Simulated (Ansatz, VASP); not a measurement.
# Sn5H: VASP beside Ansatz

```
CELL_PARAMETERS angstrom
4.77008 0.00000 0.00000
-2.38504 4.13101 0.00000
0.00000 0.00000 20.72648
ATOMIC_POSITIONS crystal
Sn 0.66667 0.33333 0.38397
Sn 0.33333 0.66667 0.61603
Sn 0.00000 0.00000 0.79558
Sn 0.00000 0.00000 0.65739
Sn 0.66667 0.33333 0.83941
Sn 0.00000 0.00000 0.20442
Sn 0.00000 0.00000 0.34261
Sn 0.33333 0.66667 0.16059
Sn 0.33333 0.66667 0.02194
Sn 0.66667 0.33333 0.97806
H 0.66667 0.33333 0.46847
H 0.33333 0.66667 0.53153
```

Alike in both runs: functional PBE; k mesh 4 × 4 × 1; occupations gaussian, width 0.2 eV; no spin polarisation.

Ansatz relaxed the structure, and its values are those at the end. VASP's run is a single point on that final structure, the one shown.

|  | VASP | Ansatz |
| --- | --- | --- |
| version | VASP 6.6.1 | Ansatz 0.2.0 |
| potentials or method | VASP PAW PBE potentials, release 64 (Sn_d, H), cutoff 520 eV | scalar-relativistic, plane waves, PAW |
| valence electrons in the cell | 142 | 142 |

```tsv
	VASP	Ansatz	Ansatz less VASP
gap on the k mesh at the Fermi level (eV)	0.12	0.13	+0.002
least direct gap on the mesh (eV)	0.12	0.13	+0.002
pressure (GPa)	-0.2	-0.2	+0.06
rms of the force components (eV/Å)	0.019	0.015	-0.0043
```
